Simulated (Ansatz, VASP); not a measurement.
Fe in VASP and in Ansatz

INCAR

```
  PREC = Accurate
  ENCUT = 520
  EDIFF = 1E-7
  ISMEAR = 0
  SIGMA = 0.05
  LREAL = False
  LASPH = True
  NELM = 60
  ALGO = Normal
  ISIF = 2
  LWAVE = False
  LCHARG = False
  GGA = PS
  NBANDS = 10
```

The input KPOINTS:

```
Automatic mesh
0
Gamma
  22 22 22
```

POSCAR

```
Fe
1.0
   -1.3949057342      1.3949057342      1.3949057342
    1.3949057342     -1.3949057342      1.3949057342
    1.3949057342      1.3949057342     -1.3949057342
Fe
1
Direct
    0.0000000000      0.0000000000      0.0000000000
```

Input for Ansatz:

```yaml
crystal:
  lattice:
    - [-1.3949057342, 1.3949057342, 1.3949057342]
    - [1.3949057342, -1.3949057342, 1.3949057342]
    - [1.3949057342, 1.3949057342, -1.3949057342]
  atoms:
    - { symbol: Fe, position: [0.0, 0.0, 0.0] }
basis:
  ecutwfc: 420
  ecutrho_ratio: 4
kpoints:
  mp_grid: { grid: [22, 22, 22] }
hamiltonian:
  xc: pbesol
scf:
  occupations: { method: gaussian, width: 0.05 }
output:
  forces: true
  stress: true
  eigenvalues: true
```

Alike in both runs: task single point; functional PBEsol; k mesh 22 × 22 × 22; occupations gaussian, width 0.05 eV; no spin polarisation.

|  | VASP | Ansatz |
| --- | --- | --- |
| version | VASP 6.6.1 | Ansatz 0.2.0 |
| potentials or method | VASP PAW PBE potentials, release 64 (Fe), cutoff 520 eV | scalar-relativistic, plane waves, PAW |
| valence electrons in the cell | 8 | 16 |

```csv
,VASP,Ansatz,Ansatz less VASP
gap on the k mesh at the Fermi level (eV),none,none,-
pressure (GPa),-18.9,-18.8,+0.17
```

VASP's potentials were made for PBE, not for PBEsol. A gap of «none» marks a metal or a gap that the smearing closes. VASP's potentials hold 8 valence electrons a cell and Ansatz's 16, so a difference there can come from the potentials and not from the codes.
